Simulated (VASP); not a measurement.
# As3P2: relaxation of cell and atoms with PBE

As3P2:

```xyz
5
Lattice="1.8289 1.0559 8.4781 -1.8289 1.0559 8.4781 0.0000 -2.1119 8.4781" Properties=species:S:1:pos:R:3 pbc="T T T"
P     0.0000    0.0000   10.1737
P     0.0000    0.0000   15.2605
As    0.0000    0.0000    0.0000
As    0.0000    0.0000    5.3285
As    0.0000    0.0000   20.1058
```

- Program: VASP 6.6.1
- Task: relaxation of cell and atoms
- Functional: PBE
- Potentials or basis: VASP PAW PBE potentials, release 64 (P, As)
- Cutoff: 600 eV
- k mesh: 6 × 6 × 6
- Occupations: gaussian, width 0.1 eV
- Spin: no spin polarisation
- Dipole correction: no
- Further INCAR settings: ALGO = Normal; EDIFF = 1e-07; IBRION = 2; EDIFFG = -0.04; NSW = 90; ISIF = 3

| Quantity | Value |
| --- | --- |
| Relaxed volume | 18.27 Å³/atom |
| Relaxed cell | a = 7.923 Å, b = 7.923 Å, c = 7.923 Å, α = 27.15°, β = 27.15°, γ = 27.15° |
| Space group after relaxing (to 0.1 Å) | R-3m (No. 166) |
| Energy gained by relaxing | 64.7 meV/atom |
| Ionic steps | 9 |
| Pressure after relaxing | -0.1 GPa |
| Largest force after relaxing | 0.023 eV/Å |
| Band gap on the k mesh | zero (an odd number of electrons rules out a gap without spin polarisation) |

Forces in eV/Å, atoms in the order of the input:
```
P    0.000  0.000  0.023
P    0.000  0.000 -0.023
As   0.000  0.000  0.000
As   0.000  0.000 -0.003
As   0.000  0.000  0.003
```

Stress tensor (GPa, compression positive):
```
-0.04  0.00  0.00
 0.00 -0.04  0.00
 0.00  0.00 -0.11
```

Step by step:
```csv
step,energy change (eV),largest force (eV/Å),pressure (GPa),volume (Å³)
1,0.0000,0.0951,-4.32,98.24
2,-0.1304,0.5061,1.51,90.88
3,-0.1305,0.4938,1.31,91.08
4,-0.2191,0.5327,1.69,90.22
5,-0.2695,0.4353,2.94,88.57
6,-0.2902,0.1798,-2.07,93.61
7,-0.3059,0.2275,-0.20,91.57
8,-0.3191,0.1133,-0.10,91.46
9,-0.3233,0.0226,-0.06,91.34
```

Final structure:
```
P As
1.0
     1.85943    1.07354    7.62636
    -1.85943    1.07354    7.62636
     0.00000   -2.14708    7.62636
P As
2 3
Direct
  0.39899 0.39899 0.39899
  0.60101 0.60101 0.60101
  0.00000 0.00000 0.00000
  0.20385 0.20385 0.20385
  0.79615 0.79615 0.79615
```

Levels at points of the mesh, in eV from the Fermi level:
```
           k point  band 11  band 12  band 13  band 14  band 15  band 16
(0.00, 0.00, 0.00)    -0.61    -0.19    -0.19     0.04     0.04     1.07
(0.50, 0.00, 0.00)    -2.87    -2.42     0.48     0.76     1.66     1.68
(0.50, 0.50, 0.00)    -1.85    -1.45    -1.44     1.96     2.02     2.16
(0.50, 0.50, 0.50)    -1.18    -1.18     0.03     0.23     2.05     2.05
```

Run time: 21 min on 1 thread of Intel(R) Xeon(R) 6975P-C (Granite Rapids) (shared host), peak memory 0.77 GiB.
